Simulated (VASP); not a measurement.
# SiC: relaxation of cell and atoms with PBE

SiC:

```
CELL_PARAMETERS angstrom
3.08000 0.00000 0.00000
-1.54000 2.66736 0.00000
0.00000 0.00000 15.12000
ATOMIC_POSITIONS crystal
Si 0.00000 0.00000 0.00000
Si 0.33333 0.66667 0.16667
Si 0.66667 0.33333 0.33333
Si 0.00000 0.00000 0.50000
Si 0.66667 0.33333 0.66667
Si 0.33333 0.66667 0.83333
C 0.00000 0.00000 0.12500
C 0.33333 0.66667 0.29167
C 0.66667 0.33333 0.45833
C 0.00000 0.00000 0.62500
C 0.66667 0.33333 0.79167
C 0.33333 0.66667 0.95833
```

```json
{
 "Program": "VASP 6.6.1",
 "Task": "relaxation of cell and atoms",
 "Functional": "PBE",
 "Potentials or basis": "VASP PAW PBE potentials, release 64 (Si, C)",
 "Cutoff": "600 eV",
 "k mesh": "12 × 12 × 2",
 "Occupations": "gaussian, width 0.01 eV",
 "Spin": "no spin polarisation",
 "Dipole correction": "no",
 "Further INCAR settings": "ALGO = Normal; EDIFF = 1e-06; IBRION = 2; EDIFFG = -0.002; NSW = 80; ISIF = 3"
}
```

```yaml
Relaxed_volume: 10.49 Å³/atom
Relaxed_cell: a = 3.094 Å, b = 3.094 Å, c = 15.182 Å, α = 90.00°, β = 90.00°, γ = 120.00°
Space_group_after_relaxing_to_0.1_Å: P6_3mc (No. 186)
Energy_gained_by_relaxing: 1.3 meV/atom
Ionic_steps: 9
Pressure_after_relaxing: 0.0 GPa
Band_gap_on_the_k_mesh: 2.03 eV (least direct gap 3.13 eV)
```

The path:
```csv
step,energy change (eV),largest force (eV/Å),pressure (GPa),volume (Å³)
1,0.0000,0.1209,2.89,124.22
2,0.0002,0.0733,-2.82,127.61
3,-0.0154,0.0324,-0.04,125.89
4,-0.0154,0.0342,0.03,125.86
5,-0.0155,0.0105,0.05,125.85
6,-0.0155,0.0081,0.05,125.85
7,-0.0155,0.0070,-0.04,125.90
8,-0.0155,0.0023,-0.01,125.88
9,-0.0155,0.0016,0.00,125.87
```

Final structure:
```
Si C
1.0
     3.09415    0.00000    0.00000
    -1.54707    2.67961    0.00000
     0.00000    0.00000   15.18179
Si C
6 6
Direct
  0.00000 0.00000 0.99996
  0.33333 0.66667 0.16669
  0.66667 0.33333 0.33318
  0.00000 0.00000 0.49996
  0.66667 0.33333 0.66669
  0.33333 0.66667 0.83318
  0.00000 0.00000 0.12531
  0.33333 0.66667 0.29169
  0.66667 0.33333 0.45817
  0.00000 0.00000 0.62531
  0.66667 0.33333 0.79169
  0.33333 0.66667 0.95817
```

Levels at points of the mesh, in eV from the valence-band top:
| k point | band 20 | band 21 | band 22 | band 23 | band 24 | band 25 | band 26 | band 27 | band 28 | band 29 |
| --- | --- | --- | --- | --- | --- | --- | --- | --- | --- | --- |
| (0.00, 0.00, 0.00) | -0.30 | -0.30 | -0.04 | 0.00 | 0.00 | 5.06 | 5.23 | 5.63 | 6.14 | 6.15 |
| (0.50, 0.00, 0.00) | -2.24 | -1.80 | -1.77 | -1.65 | -1.10 | 2.03 | 2.21 | 3.19 | 3.87 | 4.56 |
| (0.00, 0.00, 0.50) | -0.63 | -0.10 | -0.10 | -0.10 | -0.10 | 5.13 | 5.13 | 5.87 | 5.87 | 6.51 |
| (0.50, 0.00, 0.50) | -2.33 | -1.70 | -1.70 | -1.30 | -1.30 | 2.07 | 2.07 | 3.41 | 3.41 | 4.76 |

It took 14 min on 1 thread of Intel(R) Xeon(R) Platinum 8259CL CPU @ 2.50GHz (Skylake/Cascade Lake), with other jobs on the host, peak memory 0.38 GiB.

A k mesh can miss the band edges.
